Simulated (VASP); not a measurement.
A run of VASP 6.6.1 is set up as follows.

Contents of INCAR:

```
SYSTEM = AlN
PREC = Accurate
ENCUT = 520
EDIFF = 1E-6
ISMEAR = 0
SIGMA = 0.05
LREAL = .False.
LASPH = .True.
NELM = 60
ALGO = Normal
ISIF = 2
LWAVE = .False.
LCHARG = .False.
GGA = PE
NBANDS = 11
```

File KPOINTS:

```
Automatic mesh
0
Gamma
  10 10 10
  0 0 0
```

Contents of POSCAR:

```
AlN
1.0
    0.0000000000      2.1829884494      2.1829884494
    2.1829884494      0.0000000000      2.1829884494
    2.1829884494      2.1829884494      0.0000000000
Al N
1 1
Direct
   -0.0091503777      0.0091503777      0.0091503777
    0.7676262774      0.7323737226      0.7323737226
```

Potentials or basis: VASP PAW PBE potentials, release 64 (Al, N).

The run is started by

```sh
$ cat potpaw_PBE.64/Al/POTCAR potpaw_PBE.64/N/POTCAR > POTCAR
$ mpirun -np 1 vasp_std > vasp.out
```

**Question.** What does it give for the largest force?

**Answer.** 1.701 eV/Å.

**Question.** What does it give for the band gap on the k mesh?

**Answer.** 3.02 eV, indirect (least direct gap 3.89 eV).

**Question.** What does it give for the pressure?

**Answer.** 6.6 GPa.

Stress tensor (GPa, compression positive):
```
 4.78  0.00  0.00
 0.00  7.49 -8.60
 0.00 -8.60  7.49
```

Caveat: forces of over 1 eV/Å act on the atoms, so gaps and moduli don't describe the material at rest. A k mesh can miss the band edges.
